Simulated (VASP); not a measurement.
Crystal: BaZrO3.

```
Ba Zr O
1.0
     8.36196    0.00000    0.00000
     0.00000    8.36196    0.00000
     0.00000    0.00000    8.36196
Ba Zr O
8 8 24
Cartesian
  0.0000 0.0000 0.0000
  0.0000 0.0000 4.1810
  0.0000 4.1810 0.0000
  0.0000 4.1810 4.1810
  4.1810 0.0000 0.0000
  4.1810 0.0000 4.1810
  4.1810 4.1810 0.0000
  4.1810 4.1810 4.1810
  2.0905 2.0905 2.0905
  2.0905 2.0905 6.2715
  2.0905 6.2715 2.0905
  2.0905 6.2715 6.2715
  6.2715 2.0905 2.0905
  6.2715 2.0905 6.2715
  6.2715 6.2715 2.0905
  6.2715 6.2715 6.2715
  2.0905 2.0905 0.0000
  2.0905 2.0905 4.1810
  2.0905 6.2715 0.0000
  2.0905 6.2715 4.1810
  6.2715 2.0905 0.0000
  6.2715 2.0905 4.1810
  6.2715 6.2715 0.0000
  6.2715 6.2715 4.1810
  0.0000 2.0905 2.0905
  0.0000 2.0905 6.2715
  0.0000 6.2715 2.0905
  0.0000 6.2715 6.2715
  4.1810 2.0905 2.0905
  4.1810 2.0905 6.2715
  4.1810 6.2715 2.0905
  4.1810 6.2715 6.2715
  2.0905 0.0000 2.0905
  2.0905 0.0000 6.2715
  2.0905 4.1810 2.0905
  2.0905 4.1810 6.2715
  6.2715 0.0000 2.0905
  6.2715 0.0000 6.2715
  6.2715 4.1810 2.0905
  6.2715 4.1810 6.2715
```

Base run:

- Program: VASP 6.6.1
- Functional: PBEsol
- Potentials or basis: VASP PAW PBE potentials, release 64 (Ba_sv, Zr_sv, O)
- Cutoff: 520 eV
- k mesh: 1 × 1 × 1, shifted
- Occupations: fermi-dirac, width 0.05 eV
- Spin: no spin polarisation

Its results: band gap on the k mesh 3.96 eV; pressure 1.1 GPa.

Problem. The run is repeated on the same cell with these changes: functional from PBEsol to r2SCAN. What comes out?

Solution. Band gap on the k mesh 4.54 eV; pressure 4.0 GPa.

Caveats: the PAW data sets were made with another functional, which shifts forces and pressure a little; spin-orbit coupling is left out, which moves the levels of the heavy elements; a shifted mesh leaves out Γ, where band edges can lie; the cell stands under pressure (at least some runs).

A k mesh can miss the band edges.
